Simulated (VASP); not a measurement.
# LiF (I4/mmm) in VASP: further runs

LiF is run at these levels: PBE; tasks: single point.

All numbers are computed with VASP 6.6.1; they aren't measurements. Logs are shortened: lines on timing, memory, paths and dates and some standing lists are left out, and cuts for length are marked.

### 1 The cell of the first run

Symmetry: I4/mmm, No. 139, tetragonal system. Conventional cell: a = 2.848 Å, b = 2.848 Å, c = 3.877 Å, α = 90.00°, β = 90.00°, γ = 90.00°. Within 2.6 Å of Li (site symmetry 4/mmm) lie 6 F at 1.94 to 2.01 Å. F (site symmetry 4/mmm) has 6 Li at 1.94 to 2.01 Å within 2.6 Å.

### 2 Single point, PBE (strain -0.0375 x Voigt [1, 0, 0, 0, 0, 0])

Contents of INCAR:

```
SYSTEM = LiF
ALGO = Normal
EDIFF = 1E-7
ENCUT = 520
GGA = PE
ISIF = 2
ISMEAR = 0
LASPH = .TRUE.
LCHARG = .FALSE.
LREAL = .FALSE.
LWAVE = .FALSE.
NBANDS = 12
NELM = 100
PREC = Accurate
SIGMA = 0.05
```

Contents of KPOINTS:

```
k-points
0
G
  10 10 10
  0 0 0
```

Contents of POSCAR:

```
LiF
1.0
    0.0000000000      2.0140000000      2.0140000000
    1.9384750000      0.0000000000      2.0140000000
    1.9384750000      2.0140000000      0.0000000000
Li F
1 1
Direct
    0.0000000000      0.0000000000      0.0000000000
    0.5000000000      0.5000000000      0.5000000000
```

Potentials or basis: VASP PAW PBE potentials, release 64 (Li_sv, F).

Run with:

```sh
> cat potpaw_PBE.64/Li_sv/POTCAR potpaw_PBE.64/F/POTCAR > POTCAR
> mpirun -np 1 vasp_std > vasp.out
```

OUTCAR:

```text
SYSTEM = LiF
   EDIFF = 1E-7
   ENCUT = 520
   GGA = PE
   ISIF = 2
   ISMEAR = 0
   LASPH = .TRUE.
   LREAL = .FALSE.
   NELM = 100
   PREC = Accurate

 ion  position               nearest neighbor table
   1  0.000  0.000  0.000-   2 1.94   2 1.94   2 2.01   2 2.01   2 2.01   2 2.01
   2  0.500  0.500  0.500-   1 1.94   1 1.94   1 2.01   1 2.01   1 2.01   1 2.01

  LATTYP: Found a body centered tetragonal cell.
 ALAT       =     2.8482261146
 C/A-ratio  =     1.3611805538

  Lattice vectors:

 A1 = (  -1.9384750000,   0.0000000000,  -2.0140000000)
 A2 = (  -1.9384750000,   0.0000000000,   2.0140000000)
 A3 = (   1.9384750000,   2.0140000000,   0.0000000000)

Analysis of symmetry for initial positions (statically):
=====================================================================
 Subroutine PRICEL returns:
 Original cell was already a primitive cell.

 Routine SETGRP: Setting up the symmetry group for a
 body centered tetragonal supercell.

 Subroutine GETGRP returns: Found 16 space group operations
 (whereof 16 operations were pure point group operations)
 out of a pool of 16 trial point group operations.

The static configuration has the point symmetry D_4h.

Analysis of symmetry for dynamics (positions and initial velocities):
=====================================================================
 Subroutine PRICEL returns:
 Original cell was already a primitive cell.

 Routine SETGRP: Setting up the symmetry group for a
 body centered tetragonal supercell.

 Subroutine GETGRP returns: Found 16 space group operations
 (whereof 16 operations were pure point group operations)
 out of a pool of 16 trial point group operations.

The dynamic configuration has the point symmetry D_4h.

 Subroutine INISYM returns: Found 16 space group operations
 (whereof 16 operations are pure point group operations),
 and found     1 'primitive' translations

----------------------------------------------------------------------------------------

                                     Primitive cell

  volume of cell :      15.7257

  direct lattice vectors                    reciprocal lattice vectors
     0.000000000  2.014000000  2.014000000    -0.257934717  0.248262165  0.248262165
     1.938475000  0.000000000  2.014000000     0.257934717 -0.248262165  0.248262165
     1.938475000  2.014000000  0.000000000     0.257934717  0.248262165 -0.248262165

  length of vectors
     2.848226115  2.795332060  2.795332060     0.435658723  0.435658723  0.435658723

  position of ions in fractional coordinates (direct lattice)
     0.000000000  0.000000000  0.000000000
     0.500000000  0.500000000  0.500000000

  ion indices of the primitive-cell ions
[... 84 lines left out ...]
   TEBEG  =    0.0;   TEEND  =   0.0 temperature during run
   PSTRESS=    0.0 pullay stress
   NELECT =      10.0000    total number of electrons
   NUPDOWN=      -1.0000    fix difference up-down
   EMIN   =  10.00;   EMAX   =-10.00  energy-range for DOS
   EFERMI =   0.00;   METHOD = LEGACY
   ISMEAR =     0;   SIGMA  =   0.05  broadening in eV -4-tet -1-fermi 0-gaus
   EFERMI_NEDOS =   21; number of points for ismear=-14 and -15
   IALGO  =     38    algorithm
   IMIX   =      4    mixing-type and parameters
     AMIX     =   0.40;   BMIX     =  1.00
     AMIX_MAG =   1.60;   BMIX_MAG =  1.00
  volume/ion in A,a.u.               =       7.86        53.06
  Fermi-wavevector in a.u.,A,eV,Ry     =   1.407792  2.660341 26.965087  1.981878
  Thomas-Fermi vector in A             =   2.530015
   LORBIT       =      0    0 simple, 1 ext, 2 COOP (PROOUT), +10 PAW based schemes
   GGA     = PE    functional components
   LHFCALC =     F    Hartree Fock is set to
   AEXX    =    0.0000 exact exchange contribution
   IVDW    =     0    specifies the selected vdW correction
   LEPSILON=     F    determine dielectric tensor
   LRPA    =     F    only Hartree local field effects (RPA)
 non-spin polarized calculation
 Gauss-broadening in eV      SIGMA  =   0.05
  energy-cutoff  :      520.00
  volume of cell :       15.73
 maximum number of plane-waves:       436
 NGX is ok and might be reduce to    24
   NGX = 11   NGY = 11   NGZ = 11

 number of electron      10.0000000 magnetization

 number of electron       9.9999995 magnetization

 Free energy of the ion-electron system (eV)
  ---------------------------------------------------
  ext. energy  EPLUGINS =         0.00000000
  ---------------------------------------------------
  free energy    TOTEN  =        -9.61840631 eV

  energy without entropy =       -9.61840631  energy(sigma->0) =       -9.61840631

 E-fermi :  -0.4129     XC(G=0): -10.1677

 val. band max:       -0.7519559340   @ k =   0.0000   0.0000   0.0000
 cond. band min:       8.6493480854   @ k =   0.0000   0.0000   0.0000
 fundamental gap:      9.4013040193
 Fermi energy:        -0.4129199831

 k-point     1 :       0.0000    0.0000    0.0000
  band No.  band energies     occupation
      1     -41.6162      2.00000
      2     -20.8645      2.00000
      3      -0.8552      2.00000
      4      -0.7520      2.00000
      5      -0.7520      2.00000
      6       8.6493      0.00000
      7      23.3972      0.00000
      8      23.3972      0.00000
      9      23.8303      0.00000
     10      23.8303      0.00000
     11      24.1621      0.00000
     12      24.3435      0.00000
[... 331 lines left out ...]
 k-point    24 :       0.4000    0.3000   -0.0000
  band No.  band energies     occupation
      1     -41.5478      2.00000
      2     -20.3065      2.00000
      3      -3.2359      2.00000
      4      -1.7417      2.00000
      5      -1.5062      2.00000
      6      12.5390      0.00000
      7      16.3850      0.00000
      8      18.0881      0.00000
      9      19.9939      0.00000
     10      21.1363      0.00000
     11      33.7889      0.00000
     12      34.9472      0.00000

 [... further k-points ...]
[... 5 lines left out ...]
  --------------------------------------------------------------------------------------
  -------------------------------------------------------------------------------------
  Total        0.7608180      0.3622403      0.3622403      0.0000000      0.0000000     -0.0000000
  in kB       77.5143700     36.9061070     36.9061070      0.0000000      0.0000000     -0.0000000
  external PRESSURE =      50.4421947 kB  Pullay stress =       0.0000000 kB

 VOLUME and BASIS-vectors are now :
 -----------------------------------------------------------------------------
  energy-cutoff  :      520.00
  volume of cell :       15.73
      direct lattice vectors                 reciprocal lattice vectors
     0.000000000  2.014000000  2.014000000    -0.257934717  0.248262165  0.248262165
     1.938475000  0.000000000  2.014000000     0.257934717 -0.248262165  0.248262165
     1.938475000  2.014000000  0.000000000     0.257934717  0.248262165 -0.248262165

 POSITION                                       TOTAL-FORCE (eV/Angst)
 -----------------------------------------------------------------------------------
      0.00000      0.00000      0.00000         0.000000     -0.000000      0.000000
      1.93847      2.01400      2.01400        -0.000000      0.000000     -0.000000
 -----------------------------------------------------------------------------------
    total drift:                               -0.000000     -0.000000      0.000000

  FREE ENERGIE OF THE ION-ELECTRON SYSTEM (eV)
  ---------------------------------------------------
  free  energy   TOTEN  =        -9.6184063063 eV

  energy  without entropy=       -9.6184063063  energy(sigma->0) =       -9.61840631
```

Wall time 11 s (1 thread of Intel Xeon Platinum 8488C (Sapphire Rapids), shared host); peak memory 0.14 GiB.

What came out:

| Item | Value |
| --- | --- |
| Free energy | -9.6184 eV |
| Band gap on the k mesh | 9.40 eV, direct |

Levels at points of the mesh, in eV from the valence-band top:
| k point | band 2 | band 3 | band 4 | band 5 | band 6 | band 7 | band 8 | band 9 |
| --- | --- | --- | --- | --- | --- | --- | --- | --- |
| (0.00, 0.00, 0.00) | -20.11 | -0.10 | 0.00 | 0.00 | 9.40 | 24.15 | 24.15 | 24.58 |
| (0.50, 0.00, 0.00) | -19.65 | -2.66 | -0.31 | -0.23 | 10.95 | 17.16 | 18.83 | 19.55 |
| (0.50, 0.50, 0.00) | -19.37 | -3.22 | -1.17 | -0.92 | 14.91 | 16.82 | 17.87 | 20.55 |
| (0.00, 0.50, 0.50) | -19.32 | -3.18 | -1.17 | -1.17 | 15.64 | 16.28 | 17.95 | 20.30 |

Caveat: the cell differs from its parent crystal (strain -0.0375 x Voigt [1, 0, 0, 0, 0, 0]); the cutoff is under 1.25 times the usual one of these potentials, so pressure, stress and relaxed cells hold a basis-set (Pulay) error.

### 3 Single point, PBE (strain +0.0375 x Voigt [1, 0, 0, 0, 0, 0])

Contents of INCAR:

```
ALGO = Normal
EDIFF = 1E-7
ENCUT = 520
GGA = PE
ISIF = 2
ISMEAR = 0
LASPH = True
LCHARG = False
LREAL = False
LWAVE = False
NBANDS = 12
NELM = 80
PREC = Accurate
SIGMA = 0.05
```

Contents of KPOINTS:

```
k-points
0
Gamma
  10 10 10
```

Contents of POSCAR:

```
LiF
1.0
    0.0000000000      2.0140000000      2.0140000000
    2.0895250000      0.0000000000      2.0140000000
    2.0895250000      2.0140000000      0.0000000000
Li F
1 1
Direct
    0.0000000000      0.0000000000      0.0000000000
    0.5000000000      0.5000000000      0.5000000000
```

Potentials or basis: VASP PAW PBE potentials, release 64 (Li_sv, F).

Run with:

```sh
> cat potpaw_PBE.64/Li_sv/POTCAR potpaw_PBE.64/F/POTCAR > POTCAR
> mpirun -np 1 vasp_std > vasp.out
```

It took 13 s on 1 thread of Intel Xeon Platinum 8488C (Sapphire Rapids), shared host; peak memory 0.13 GiB.

Results (log left out):

```
Free energy            : -9.6379 eV
Band gap on the k mesh : 8.71 eV, direct
```

Levels at points of the mesh, in eV from the valence-band top:
| k point | band 3 | band 4 | band 5 | band 6 | band 7 | band 8 |
| --- | --- | --- | --- | --- | --- | --- |
| (0.00, 0.00, 0.00) | -0.08 | -0.08 | 0.00 | 8.71 | 22.91 | 23.72 |
| (0.50, 0.00, 0.00) | -2.45 | -0.30 | -0.23 | 10.54 | 16.26 | 18.25 |
| (0.50, 0.50, 0.00) | -2.89 | -1.14 | -0.92 | 14.65 | 16.10 | 16.99 |
| (0.00, 0.50, 0.50) | -2.91 | -0.93 | -0.93 | 14.00 | 16.58 | 16.92 |

Caveat: the cell differs from its parent crystal (strain +0.0375 x Voigt [1, 0, 0, 0, 0, 0]); the cutoff is under 1.25 times the usual one of these potentials, so pressure, stress and relaxed cells hold a basis-set (Pulay) error.

### 4 Single point, PBE (strain +0.0750 x Voigt [1, 0, 0, 0, 0, 0])

Contents of INCAR:

```
ALGO     = Normal         # electronic algorithm
EDIFF    = 1E-6           # SCF threshold, eV
ENCUT    = 520            # plane-wave cutoff, eV
GGA      = PE             # functional
ISIF     = 2              # what is computed and relaxed
ISMEAR   = 0              # smearing method
LASPH    = T              # aspherical terms in the spheres
LCHARG   = F              # write CHGCAR
LREAL    = F              # projectors in reciprocal space
LWAVE    = F              # write WAVECAR
NBANDS   = 12             # bands
NELM     = 60             # most SCF steps
PREC     = Accurate       # precision mode
SIGMA    = 0.05           # smearing width, eV
```

KPOINTS is that of step 3.

Contents of POSCAR:

```
LiF
1.0
    0.0000000000      2.0140000000      2.0140000000
    2.1650500000      0.0000000000      2.0140000000
    2.1650500000      2.0140000000      0.0000000000
Li F
1 1
Direct
    0.0000000000      0.0000000000      0.0000000000
    0.5000000000      0.5000000000      0.5000000000
```

Run with:

```sh
> cat potpaw_PBE.64/Li_sv/POTCAR potpaw_PBE.64/F/POTCAR > POTCAR
> mpirun -np 1 vasp_std > vasp.out
```

Run time: 12 s. Hardware: 1 thread of Intel Xeon Platinum 8488C (Sapphire Rapids), shared host; peak memory 0.13 GiB.

Results (log left out):

- Free energy: -9.6265 eV
- Band gap on the k mesh: 8.38 eV, direct

Levels at points of the mesh, in eV from the valence-band top:
```
           k point  band 3  band 4  band 5  band 6  band 7  band 8
(0.00, 0.00, 0.00)   -0.13   -0.13    0.00    8.38   22.00   23.21
(0.50, 0.00, 0.00)   -2.38   -0.35   -0.21   10.33   15.81   17.71
(0.50, 0.50, 0.00)   -2.78   -1.25   -0.83   14.52   15.80   16.60
(0.00, 0.50, 0.50)   -2.81   -0.85   -0.85   13.29   16.47   16.70
```

Caveat: the cell differs from its parent crystal (strain +0.0750 x Voigt [1, 0, 0, 0, 0, 0]); the cutoff is under 1.25 times the usual one of these potentials, so pressure, stress and relaxed cells hold a basis-set (Pulay) error.

### 5 Overview

```csv
cell,gap on the mesh (eV)
"a = 2.848, b = 2.795, c = 2.795 Å, angles 61.3, 59.4, 59.4°, 2 atoms",9.40
"a = 2.848, b = 2.902, c = 2.902 Å, angles 58.8, 60.6, 60.6°, 2 atoms",8.71
"a = 2.848, b = 2.957, c = 2.957 Å, angles 57.6, 61.2, 61.2°, 2 atoms",8.38
```

Alike in all rows: task single point; level PBE; potentials or basis VASP PAW PBE potentials, release 64 (Li_sv, F); no spin polarisation; k mesh 10 × 10 × 10; cutoff (eV) 520; smearing gaussian 0.05 eV.

Caveats: the cutoff is under 1.25 times the usual one of these potentials, so pressure, stress and relaxed cells hold a basis-set (Pulay) error.

Total energies depend on the potentials used, so only differences within one code and one set of settings carry meaning.
